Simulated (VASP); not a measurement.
Set up this calculation in VASP 6.6.1, as the native input.

* Task: single point
* Functional: PBE
* Potentials or basis: VASP PAW PBE potentials, release 64 (Si, Ge_d, N)
* Cutoff: 520 eV
* k mesh: 4 × 8 × 4
* Occupations: fermi-dirac, width 0.02 eV
* Spin: no spin polarisation
* Dipole correction: no
* Further INCAR settings: ALGO = Normal; EDIFF = 1e-06; NBANDS = 55

The structure of Si2GeN4 lies in POSCAR:

```
Si2GeN4
1.0
    7.8185895496      0.0000000000     -0.0310150521
    0.0000000000      2.9864343283      0.0000000000
   -3.9361545978      0.0000000000      6.7838577503
Si Ge N
4 2 8
Direct
    0.5918186831      0.5000000000      0.8298716657
    0.8273510266      0.0000000000      0.2295791262
    0.2301837983      0.5000000000      0.4096606080
    0.1768206101      0.5000000000      0.7615780576
    0.7714365144      0.0000000000      0.5987765617
    0.4003400556      0.0000000000      0.1706258483
    0.3355295624      0.5000000000      0.6670160735
    0.6723666069      0.0000000000      0.3295962141
    0.7023764264      0.5000000000      0.6849740547
    0.6661619837      0.0000000000      0.9709881779
    0.0419129639      0.0000000000      0.6943940667
    0.9692839788      0.5000000000      0.2958364575
    0.2981716190      0.0000000000      0.3403471454
    0.3162461710      0.5000000000      0.0167559426
```

The input as run:

INCAR

```
ALGO     = Normal         # electronic algorithm
EDIFF    = 1E-6           # SCF threshold, eV
ENCUT    = 520            # plane-wave cutoff, eV
GGA      = PE             # functional
ISIF     = 2              # what is computed and relaxed
ISMEAR   = -1             # smearing method
LASPH    = True           # aspherical terms in the spheres
LCHARG   = False          # write CHGCAR
LREAL    = False          # projectors in reciprocal space
LWAVE    = False          # write WAVECAR
NBANDS   = 55             # bands
NELM     = 60             # most SCF steps
PREC     = Accurate       # precision mode
SIGMA    = 0.02           # smearing width, eV
```

KPOINTS

```
k-points
0
Gamma
  4 8 4
```

Potentials or basis: VASP PAW PBE potentials, release 64 (Si, Ge_d, N).

The run is started by

```sh
$ cat potpaw_PBE.64/Si/POTCAR potpaw_PBE.64/Ge_d/POTCAR potpaw_PBE.64/N/POTCAR > POTCAR
$ mpirun -np 1 vasp_std > vasp.out
```

It gave:

| Item | Value |
| --- | --- |
| Pressure | -0.4 GPa |
| Largest force | 0.032 eV/Å |
| Band gap on the k mesh | 3.48 eV, indirect (least direct gap 3.54 eV) |

Wall time 4.4 min on 1 thread of Intel(R) Xeon(R) 6975P-C (Granite Rapids), with other jobs on the host, peak memory 0.48 GiB.
